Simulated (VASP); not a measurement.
Write the native input for VASP 6.6.1 that does the following.

```yaml
Task: single point
Functional: PBE
Potentials_or_basis: VASP PAW PBE potentials, release 64 (In_d, H, F)
Cutoff: 600 eV
k_mesh: 4 × 4 × 2
Occupations: gaussian, width 0.15 eV
Spin: no spin polarisation
Dipole_correction: no
Further_INCAR_settings: ALGO = Normal; EDIFF = 1e-06; NBANDS = 27
```

The structure of InH2F3 lies in POSCAR:

```
InH2F3
1.0
    2.8294753847      0.0000000000      0.0000000000
    0.0000000000      2.8294753847      0.0000000000
    0.0000000000      0.0000000000      7.0663503158
In H F
1 2 3
Direct
    0.5000000000      0.5000000000      0.5000000000
    0.5000000000      0.0000000000      0.1042102751
    0.0000000000      0.5000000000      0.8957897249
    0.0000000000      0.0000000000      0.2237032583
    0.0000000000      0.0000000000      0.7762967417
    0.5000000000      0.5000000000      0.0000000000
```

The cell was built from a structure type or drawn by symmetry, and may not be a known phase.

These files were run (other wordings do the same):

INCAR

```
SYSTEM = InH2F3
ALGO     = Normal         ! electronic algorithm
EDIFF    = 1E-6           ! SCF threshold, eV
ENCUT    = 600            ! plane-wave cutoff, eV
GGA      = PE             ! functional
GGA_COMPAT= .FALSE.      
ISIF     = 2              ! what is computed and relaxed
ISMEAR   = 0              ! smearing method
LASPH    = .TRUE.         ! aspherical terms in the spheres
LCHARG   = .TRUE.         ! write CHGCAR
LELF     = .TRUE.         ! ELF
LREAL    = .FALSE.        ! projectors in reciprocal space
LVHAR    = .TRUE.       
LWAVE    = .FALSE.        ! write WAVECAR
NBANDS   = 27             ! bands
NELM     = 120            ! most SCF steps
PREC     = Accurate       ! precision mode
SIGMA    = 0.15           ! smearing width, eV
```

KPOINTS

```
k-points
0
G
  4 4 2
  0 0 0
```

Potentials or basis: VASP PAW PBE potentials, release 64 (In_d, H, F).

Command:

```bash
$ cat potpaw_PBE.64/In_d/POTCAR potpaw_PBE.64/H/POTCAR potpaw_PBE.64/F/POTCAR > POTCAR
$ mpirun -np 1 vasp_std > vasp.out
```

It gave:

```json
{
  "Pressure": "-0.4 GPa",
  "Largest force": "0.020 eV/Å",
  "Band gap on the k mesh": "zero (bands 18 and 19 overlap by 2.11 eV)"
}
```

Caveat: the k points lie up to 0.56 Å⁻¹ apart, too coarse for converged energies and pressures of a metal; spin-orbit coupling is left out, which moves the levels of the heavy elements.

It took 26 s on 1 thread of Intel(R) Xeon(R) Platinum 8259CL CPU @ 2.50GHz (Skylake/Cascade Lake) (shared host), peak memory 0.19 GiB.
